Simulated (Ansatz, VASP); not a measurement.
**Two plane-wave programs on MnS**

```
Mn S
1.0
     3.00955    0.05391   -0.00232
     0.05391    3.05967    0.00297
    -0.00232    0.00297    3.03399
Mn S
1 1
Direct
  0.49197 0.45499 0.49450
  0.99850 0.02745 0.00653
```

Alike in both runs: task single point; functional PBEsol; k mesh 7 × 6 × 7; occupations methfessel-paxton of order 1, width 0.1 eV; collinear spin; Hubbard terms Mn d U = 2.9 eV, J = 0.9 eV.

```csv
,VASP,Ansatz
version,VASP 6.6.1,Ansatz 0.2.0
potentials or method,"VASP PAW PBE potentials, release 64 (Mn_pv, S), cutoff 520 eV","plane waves, PAW"
valence electrons in the cell,19,21
```

|  | VASP | Ansatz | Ansatz less VASP |
| --- | --- | --- | --- |
| pressure (GPa) | 11.1 | 10.4 | -0.70 |
| traceless stress, the component that is largest in VASP (GPa) | -0.83 | -0.63 | +0.201 |
| rms of the force components (eV/Å) | 0.227 | 0.197 | -0.0297 |
| net moment per atom (μB) | 2.07 | 2.03 | -0.038 |
| size of the moment on the site where the two differ most (μB) | 3.99 | 3.82 | -0.171 |

VASP's potentials were made for PBE, not for PBEsol. Site moments also hang on the region over which each program counts them. The programs project onto different local orbitals, so the same U acts differently, and such runs can settle in different states. Atom by atom the forces differ by 0.031 eV/Å (rms over components). VASP's potentials hold 19 valence electrons a cell and Ansatz's 21, so a difference there can come from the potentials and not from the codes. Ansatz's warnings: filled band counts differ across k points, stability check not made, stress scf threshold loose.
